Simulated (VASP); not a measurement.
# Li2H (I4/mmm) in VASP: a series of runs

Runs on Li2H. Level: PBE. Tasks: single point, relaxation of cell and atoms.

Everything below comes from runs of VASP 6.6.1. Logs are shortened: lines on timing, memory, paths and dates and some standing lists are left out, and cuts for length are marked.

## 1. The cell of the first run

It takes space group I4/mmm (No. 139, tetragonal). Conventional cell: a = 3.389 Å, b = 3.389 Å, c = 5.558 Å, α = 90.00°, β = 90.00°, γ = 90.00°. Li (site symmetry 4mm) has 1 Li at 1.03 Å within 1.4 Å. Within 3.0 Å of H (site symmetry 4/mmm) lie 10 Li at 2.26 to 2.45 Å.

## 2. Single point, PBE

INCAR reads:

```
SYSTEM = Li2H
PREC = Accurate
ENCUT = 520
EDIFF = 1E-7
ISMEAR = 0
SIGMA = 0.1
LREAL = .False.
LASPH = .True.
NELM = 80
ALGO = Normal
ISIF = 2
LWAVE = .False.
LCHARG = .False.
GGA = PE
NBANDS = 10
```

KPOINTS reads:

```
regular mesh
0
Gamma
  8 8 8
  0 0 0
```

POSCAR reads:

```
Li2H
1.0
   -1.6944716364      1.6944716364      2.7791077223
    1.6944716364     -1.6944716364      2.7791077223
    1.6944716364      1.6944716364     -2.7791077223
Li H
2 1
Direct
    0.5930000000      0.5930000000      0.0000000000
    0.4070000000      0.4070000000      0.0000000000
    0.0000000000      0.0000000000      0.0000000000
```

Potentials or basis: VASP PAW PBE potentials, release 64 (Li_sv, H).

Command:

```
$ cat potpaw_PBE.64/Li_sv/POTCAR potpaw_PBE.64/H/POTCAR > POTCAR
$ mpirun -np 1 vasp_std > vasp.out
```

OUTCAR:

```text
SYSTEM = Li2H
   PREC = Accurate
   ENCUT = 520
   EDIFF = 1E-7
   ISMEAR = 0
   LREAL = .False.
   LASPH = .True.
   NELM = 80
   ISIF = 2
   GGA = PE

 ion  position               nearest neighbor table
   1  0.593  0.593  0.000-   2 1.03
   2  0.407  0.407  0.000-   1 1.03
   3  0.000  0.000  0.000-

 -----------------------------------------------------------------------------
|                                                                             |
|           W    W    AA    RRRRR   N    N  II  N    N   GGGG   !!!           |
|           W    W   A  A   R    R  NN   N  II  NN   N  G    G  !!!           |
|           W    W  A    A  R    R  N N  N  II  N N  N  G       !!!           |
|           W WW W  AAAAAA  RRRRR   N  N N  II  N  N N  G  GGG   !            |
|           WW  WW  A    A  R   R   N   NN  II  N   NN  G    G                |
|           W    W  A    A  R    R  N    N  II  N    N   GGGG   !!!           |
|                                                                             |
|     The distance between some ions is very small. Please check the          |
|     nearest-neighbor list in the OUTCAR file.                               |
|     I HOPE YOU KNOW WHAT YOU ARE DOING!                                     |
|                                                                             |
 -----------------------------------------------------------------------------

  LATTYP: Found a body centered tetragonal cell.
 ALAT       =     3.3889432728
 C/A-ratio  =     1.6401028277

  Lattice vectors:

 A1 = (  -1.6944716364,   1.6944716364,   2.7791077223)
 A2 = (   1.6944716364,  -1.6944716364,   2.7791077223)
 A3 = (   1.6944716364,   1.6944716364,  -2.7791077223)

Analysis of symmetry for initial positions (statically):
=====================================================================
 Subroutine PRICEL returns:
 Original cell was already a primitive cell.

 Routine SETGRP: Setting up the symmetry group for a
 body centered tetragonal supercell.

 Subroutine GETGRP returns: Found 16 space group operations
 (whereof 16 operations were pure point group operations)
 out of a pool of 16 trial point group operations.

The static configuration has the point symmetry D_4h.

Analysis of symmetry for dynamics (positions and initial velocities):
=====================================================================
 Subroutine PRICEL returns:
 Original cell was already a primitive cell.

 Routine SETGRP: Setting up the symmetry group for a
 body centered tetragonal supercell.

 Subroutine GETGRP returns: Found 16 space group operations
 (whereof 16 operations were pure point group operations)
 out of a pool of 16 trial point group operations.

The dynamic configuration has the point symmetry D_4h.

 Subroutine INISYM returns: Found 16 space group operations
 (whereof 16 operations are pure point group operations),
 and found     1 'primitive' translations

----------------------------------------------------------------------------------------

                                     Primitive cell

  volume of cell :      31.9179

  direct lattice vectors                    reciprocal lattice vectors
    -1.694471636  1.694471636  2.779107722     0.000000000  0.295077232  0.179913861
     1.694471636 -1.694471636  2.779107722     0.295077232  0.000000000  0.179913861
     1.694471636  1.694471636 -2.779107722     0.295077232  0.295077232  0.000000000

  length of vectors
     3.669592346  3.669592346  3.669592346     0.345600304  0.345600304  0.417302223

  position of ions in fractional coordinates (direct lattice)
     0.593000000  0.593000000  0.000000000
     0.407000000  0.407000000  0.000000000
     0.000000000  0.000000000  0.000000000

  ion indices of the primitive-cell ions
   primitive index   ion index
                 1           1
                 2           2
                 3           3

----------------------------------------------------------------------------------------

 KPOINTS: regular mesh

Automatic generation of k-mesh.
 Grid dimensions read from file:
 generate k-points for:    8    8    8

 Generating k-lattice:

  Cartesian coordinates                     Fractional coordinates (reciprocal lattice)
     0.000000000  0.036884654  0.022489233     0.125000000  0.000000000  0.000000000
     0.036884654  0.000000000  0.022489233     0.000000000  0.125000000  0.000000000
     0.036884654  0.036884654  0.000000000     0.000000000  0.000000000  0.125000000

  Length of vectors
     0.043200038  0.043200038  0.052162778

  Shift w.r.t. Gamma in fractional coordinates (k-lattice)
     0.000000000  0.000000000  0.000000000

 Subroutine IBZKPT returns following result:
 ===========================================

 Found     59 irreducible k-points:

 Following reciprocal coordinates:
            Coordinates               Weight
  0.000000  0.000000  0.000000      1.000000
  0.125000 -0.000000  0.000000      8.000000
  0.250000 -0.000000  0.000000      8.000000
  0.375000  0.000000  0.000000      8.000000
  0.500000 -0.000000  0.000000      4.000000
  0.125000  0.125000  0.000000      8.000000
[... 16 lines left out ...]
  0.250000  0.125000  0.125000     16.000000
  0.375000  0.125000  0.125000      8.000000
 [... further k-points ...]
   k-points           NKPTS =     59   k-points in BZ     NKDIM =     59   number of bands    NBANDS=     10
   number of dos      NEDOS =    301   number of ions     NIONS =      3
   total plane-waves  NPLWV =  21952
   dimension x,y,z NGX =    28 NGY =   28 NGZ =   28
   dimension x,y,z NGXF=    56 NGYF=   56 NGZF=   56
   ions per type =               2   1
   NGX,Y,Z   is equivalent  to a cutoff of  12.69, 12.69, 12.69 a.u.
   NGXF,Y,Z  is equivalent  to a cutoff of  25.37, 25.37, 25.37 a.u.
 SYSTEM =  Li2H
   PREC   = accura    normal or accurate (medium, high low for compatibility)
   ISTART =      0    job   : 0-new  1-cont  2-samecut
   ICHARG =      2    charge: 1-file 2-atom 10-const
   ISPIN  =      1    spin polarized calculation?
   LNONCOLLINEAR =      F non collinear calculations
   LSORBIT =      F    spin-orbit coupling
   LASPH  =      T    aspherical Exc in radial PAW
   ENCUT  =  520.0 eV  38.22 Ry    6.18 a.u.   6.82  6.82  6.82*2*pi/ulx,y,z
   NELM   =     80;   NELMIN=  2; NELMDL= -5     # of ELM steps
   EDIFF  = 0.1E-06   stopping-criterion for ELM
   LREAL  =      F    real-space projection
   EDIFFG = 0.1E-05   stopping-criterion for IOM
   NSW    =      0    number of steps for IOM
   IBRION =     -1    ionic relax: 0-MD 1-quasi-New 2-CG
   NFREE  =      0    steps in history (QN), initial steepest desc. (CG)
   ISIF   =      2    stress and relaxation
   ISYM   =      2    0-nonsym 1-usesym 2-fastsym
   POTIM  = 0.5000    time-step for ionic-motion
   TEBEG  =    0.0;   TEEND  =   0.0 temperature during run
   PSTRESS=    0.0 pullay stress
   NELECT =       7.0000    total number of electrons
   NUPDOWN=      -1.0000    fix difference up-down
   EMIN   =  10.00;   EMAX   =-10.00  energy-range for DOS
   EFERMI =   0.00;   METHOD = LEGACY
   ISMEAR =     0;   SIGMA  =   0.10  broadening in eV -4-tet -1-fermi 0-gaus
   EFERMI_NEDOS =   21; number of points for ismear=-14 and -15
   IALGO  =     38    algorithm
   IMIX   =      4    mixing-type and parameters
     AMIX     =   0.40;   BMIX     =  1.00
     AMIX_MAG =   1.60;   BMIX_MAG =  1.00
  volume/ion in A,a.u.               =      10.64        71.80
  Fermi-wavevector in a.u.,A,eV,Ry     =   0.987255  1.865642 13.261234  0.974673
  Thomas-Fermi vector in A             =   2.118696
   LORBIT       =      0    0 simple, 1 ext, 2 COOP (PROOUT), +10 PAW based schemes
   GGA     = PE    functional components
   LHFCALC =     F    Hartree Fock is set to
   AEXX    =    0.0000 exact exchange contribution
   IVDW    =     0    specifies the selected vdW correction
   LEPSILON=     F    determine dielectric tensor
   LRPA    =     F    only Hartree local field effects (RPA)
 non-spin polarized calculation
 Gauss-broadening in eV      SIGMA  =   0.10
  energy-cutoff  :      520.00
  volume of cell :       31.92
 maximum number of plane-waves:       878
   NGX = 13   NGY = 13   NGZ = 13

 number of electron       6.9999996 magnetization

 Free energy of the ion-electron system (eV)
  ---------------------------------------------------
  ext. energy  EPLUGINS =         0.00000000
  ---------------------------------------------------
  free energy    TOTEN  =        -0.89759921 eV

  energy without entropy =       -0.89461957  energy(sigma->0) =       -0.89610939

 E-fermi :   2.3817     XC(G=0):  -8.1664

 val. band max:        2.3451247435   @ k =  -0.3750   0.3750   0.0000
 cond. band min:       2.4467986317   @ k =   0.5000   0.2500   0.1250
 fundamental gap:      0.1016738881
 Fermi energy:         2.3817053406

 k-point     1 :       0.0000    0.0000    0.0000
  band No.  band energies     occupation
      1     -51.4134      2.00000
      2     -45.1220      2.00000
      3      -4.5186      2.00000
      4       7.9552      0.00000
      5       7.9552      0.00000
      6       8.0172      0.00000
      7      11.9085      0.00000
      8      11.9085      0.00000
      9      12.1601      0.00000
     10      12.3690      0.00000

 k-point     2 :       0.1250   -0.0000    0.0000
  band No.  band energies     occupation
      1     -51.4124      2.00000
      2     -45.1232      2.00000
      3      -4.3685      2.00000
      4       6.8608      0.00000
      5       7.8157      0.00000
      6       7.8539      0.00000
      7      10.0562      0.00000
      8      11.3793      0.00000
      9      12.4255      0.00000
     10      13.1681      0.00000

 k-point     3 :       0.2500   -0.0000    0.0000
  band No.  band energies     occupation
      1     -51.4104      2.00000
      2     -45.1257      2.00000
      3      -3.9458      2.00000
      4       4.7870      0.00000
      5       7.2572      0.00000
      6       7.6109      0.00000
      7       8.9522      0.00000
      8      10.1397      0.00000
      9      13.1035      0.00000
     10      14.0521      0.00000

 k-point     4 :       0.3750    0.0000    0.0000
  band No.  band energies     occupation
      1     -51.4083      2.00000
      2     -45.1283      2.00000
      3      -3.3849      2.00000
      4       2.9743      0.00000
      5       6.7681      0.00000
      6       7.5341      0.00000
      7       8.4999      0.00000
      8       9.1781      0.00000
      9      12.4026      0.00000
     10      15.5356      0.00000

 k-point     5 :       0.5000   -0.0000    0.0000
  band No.  band energies     occupation
      1     -51.4070      2.00000
      2     -45.1294      2.00000
      3      -3.0777      2.00000
      4       2.2257      1.97264
      5       6.5893      0.00000
      6       7.5348      0.00000
      7       8.4478      0.00000
      8       8.7533      0.00000
      9      11.9864      0.00000
     10      16.6431      0.00000

 k-point     6 :       0.1250    0.1250    0.0000
  band No.  band energies     occupation
      1     -51.4110      2.00000
      2     -45.1251      2.00000
      3      -4.1212      2.00000
      4       5.9875      0.00000
      5       6.2364      0.00000
      6       7.9256      0.00000
      7      10.2221      0.00000
      8      10.9338      0.00000
      9      11.4660      0.00000
     10      13.8214      0.00000
[... 183 lines left out ...]
 k-point    21 :       0.5000    0.5000    0.0000
  band No.  band energies     occupation
      1     -51.4061      2.00000
      2     -45.1283      2.00000
      3      -1.1029      2.00000
      4       0.3777      2.00000
      5       4.0050      0.00000
      6       6.4127      0.00000
      7       6.5744      0.00000
      8      10.1793      0.00000
      9      14.4333      0.00000
     10      19.0790      0.00000

 k-point    22 :       0.1250    0.1250    0.1250
  band No.  band energies     occupation
      1     -51.4091      2.00000
      2     -45.1265      2.00000
      3      -3.4707      2.00000
      4       4.3347      0.00000
      5       5.0000      0.00000
      6       7.5968      0.00000
      7       9.4309      0.00000
      8       9.7907      0.00000
      9      10.6901      0.00000
     10      16.4166      0.00000

 k-point    23 :       0.2500    0.1250    0.1250
  band No.  band energies     occupation
      1     -51.4072      2.00000
      2     -45.1282      2.00000
      3      -2.7994      2.00000
      4       2.6902      0.00001
      5       4.2410      0.00000
      6       7.0040      0.00000
      7       8.8986      0.00000
      8      10.5868      0.00000
      9      11.7120      0.00000
     10      15.6234      0.00000

 k-point    24 :       0.3750    0.1250    0.1250
  band No.  band energies     occupation
      1     -51.4064      2.00000
      2     -45.1289      2.00000
      3      -2.4005      2.00000
      4       1.8805      2.00000
      5       4.0418      0.00000
      6       6.7539      0.00000
      7       8.6874      0.00000
      8      10.7748      0.00000
      9      13.5444      0.00000
     10      13.9301      0.00000

 [... further k-points ...]

------------------------ aborting loop because EDIFF is reached ----------------------------------------

  FORCE on cell =-STRESS in cart. coord.  units (eV):
  Direction    XX          YY          ZZ          XY          YZ          ZX
  --------------------------------------------------------------------------------------
  -------------------------------------------------------------------------------------
  Total       -2.7444137     -2.7444137     18.7305273      0.0000000     -0.0000000      0.0000000
  in kB     -137.7609648   -137.7609648    940.2137687      0.0000000     -0.0000000      0.0000000
  external PRESSURE =     221.5639463 kB  Pullay stress =       0.0000000 kB

 VOLUME and BASIS-vectors are now :
 -----------------------------------------------------------------------------
  energy-cutoff  :      520.00
  volume of cell :       31.92
      direct lattice vectors                 reciprocal lattice vectors
    -1.694471636  1.694471636  2.779107722     0.000000000  0.295077232  0.179913861
     1.694471636 -1.694471636  2.779107722     0.295077232  0.000000000  0.179913861
     1.694471636  1.694471636 -2.779107722     0.295077232  0.295077232  0.000000000

 POSITION                                       TOTAL-FORCE (eV/Angst)
 -----------------------------------------------------------------------------------
      0.00000      0.00000      3.29602         0.000000      0.000000     20.270561
      0.00000      0.00000      2.26219        -0.000000     -0.000000    -20.270561
      0.00000      0.00000      0.00000        -0.000000     -0.000000     -0.000000
 -----------------------------------------------------------------------------------
    total drift:                                0.000000      0.000000     -0.000000

  FREE ENERGIE OF THE ION-ELECTRON SYSTEM (eV)
  ---------------------------------------------------
  free  energy   TOTEN  =        -0.8975992076 eV

  energy  without entropy=       -0.8946195715  energy(sigma->0) =       -0.89610939
```

It took 17 s on 1 thread of Intel Xeon Platinum 8259CL at 2.50GHz (Skylake/Cascade Lake), shared host; peak memory 0.15 GiB.

What came out:

| Property | Result |
| --- | --- |
| Free energy | -0.8976 eV |
| Largest force | 20.271 eV/Å |

Forces on the atoms (eV/Å):
```
Li    0.000   0.000  20.271
Li    0.000   0.000 -20.271
H     0.000   0.000   0.000
```

Levels at points of the mesh, in eV from the Fermi level:
| k point | band 1 | band 2 | band 3 | band 4 | band 5 | band 6 | band 7 | band 8 | band 9 |
| --- | --- | --- | --- | --- | --- | --- | --- | --- | --- |
| (0.00, 0.00, 0.00) | -53.80 | -47.50 | -6.90 | 5.57 | 5.57 | 5.64 | 9.53 | 9.53 | 9.78 |
| (0.50, 0.00, 0.00) | -53.79 | -47.51 | -5.46 | -0.16 | 4.21 | 5.15 | 6.07 | 6.37 | 9.60 |
| (0.50, 0.50, 0.00) | -53.79 | -47.51 | -3.48 | -2.00 | 1.62 | 4.03 | 4.19 | 7.80 | 12.05 |
| (0.50, 0.50, 0.50) | -53.79 | -47.52 | -4.44 | -1.93 | 2.66 | 2.66 | 6.57 | 8.39 | 14.04 |

Caveat: the cutoff is under 1.25 times the usual one of these potentials, so pressure, stress and relaxed cells hold a basis-set (Pulay) error; forces of over 1 eV/Å act on the atoms, so gaps and moduli don't describe the material at rest.

## 3. Single point, PBE

This run uses another cell than the first one, of 14.43 Å³/atom, 1.356 times its volume.

INCAR reads:

```
SYSTEM = Li2H
PREC     = Accurate       ! precision mode
ENCUT    = 520            ! plane-wave cutoff, eV
EDIFF    = 1E-6           ! SCF threshold, eV
ISMEAR   = 0              ! smearing method
SIGMA    = 0.1            ! smearing width, eV
LREAL    = .FALSE.        ! projectors in reciprocal space
LASPH    = .TRUE.         ! aspherical terms in the spheres
NELM     = 80             ! most SCF steps
ALGO     = Normal         ! electronic algorithm
ISIF     = 2              ! what is computed and relaxed
LWAVE    = .FALSE.        ! write WAVECAR
LCHARG   = .FALSE.        ! write CHGCAR
GGA      = PE             ! functional
NBANDS   = 10             ! bands
```

KPOINTS reads:

```
regular mesh
0
G
  8 8 8
  0 0 0
```

POSCAR reads:

```
Li2H
1.0
   -1.9093882948      1.9093882948      2.9675651224
    1.9093882948     -1.9093882948      2.9675651224
    1.9093882948      1.9093882948     -2.9675651224
Li H
2 1
Direct
    0.7154616912      0.7154616912      0.0000000000
    0.2845383088      0.2845383088      0.0000000000
    0.0000000000      0.0000000000      0.0000000000
```

Potentials or basis: VASP PAW PBE potentials, release 64 (Li_sv, H).

Command:

```
$ cat potpaw_PBE.64/Li_sv/POTCAR potpaw_PBE.64/H/POTCAR > POTCAR
$ mpirun -np 1 vasp_std > vasp.out
```

Wall time 28 s (1 thread of Intel Xeon Platinum 8259CL at 2.50GHz (Skylake/Cascade Lake), shared host); peak memory 0.16 GiB.

The run converged. Its results:

* Free energy: -6.4164 eV
* Largest force: 0.021 eV/Å

Forces in eV/Å, atoms in the order of the input:
```
Li   0.000  0.000 -0.021
Li   0.000  0.000  0.021
H    0.000  0.000  0.000
```

Levels at points of the mesh, in eV from the Fermi level:
```
           k point  band 1  band 2  band 3  band 4  band 5  band 6  band 7
(0.00, 0.00, 0.00)  -47.17  -47.11   -5.58    2.05    6.04    6.04    8.47
(0.50, 0.00, 0.00)  -47.15  -47.13   -4.19   -0.78    3.16    4.64    6.39
(0.50, 0.50, 0.00)  -47.15  -47.13   -3.32   -0.88    2.38    2.47    4.58
(0.50, 0.50, 0.50)  -47.15  -47.13   -4.38    0.66    3.04    3.04    3.88
```

Caveat: the cutoff is under 1.25 times the usual one of these potentials, so pressure, stress and relaxed cells hold a basis-set (Pulay) error.

[end of part 1 of 2]
